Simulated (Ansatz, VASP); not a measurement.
**One calculation of MgO, two programs**

```
Mg O
1.0
     3.24570    0.00000    0.00000
    -1.62285    2.81086    0.00000
     0.00000    0.00000    5.42090
Mg O
2 2
Direct
  0.33333 0.66667 0.00366
  0.66667 0.33333 0.50366
  0.33333 0.66667 0.40094
  0.66667 0.33333 0.90094
```

Alike in both runs: task single point; functional PBEsol; k mesh 9 × 9 × 6; occupations gaussian, width 0.05 eV; no spin polarisation.

```csv
,VASP,Ansatz
version,VASP 6.6.1,Ansatz 0.2.0
potentials or method,"VASP PAW PBE potentials, release 64 (Mg, O), cutoff 520 eV","scalar-relativistic, plane waves, PAW"
valence electrons in the cell,16,32
```

Ansatz gave:

| Item | Value |
| --- | --- |
| gap on the k mesh at the Fermi level (eV) | 3.29 |
| least direct gap on the mesh (eV) | 3.29 |
| pressure (GPa) | -2.4 |
| traceless stress, the component that is largest in VASP (GPa) | -9.34 |
| rms of the force components (eV/Å) | 0.339 |

Which values does VASP return?

gap on the k mesh at the Fermi level (eV): 3.28; least direct gap on the mesh (eV): 3.28; pressure (GPa): -2.7; traceless stress, the component that is largest in VASP (GPa): -9.46; rms of the force components (eV/Å): 0.344.

VASP's potentials were made for PBE, not for PBEsol, and Ansatz warns of the same on its side. Atom by atom the forces differ by 0.005 eV/Å (rms over components). With one functional, cell and mesh, what is left measures potentials, basis and numerics. VASP's potentials hold 16 valence electrons a cell and Ansatz's 32, so a difference there can come from the potentials and not from the codes.
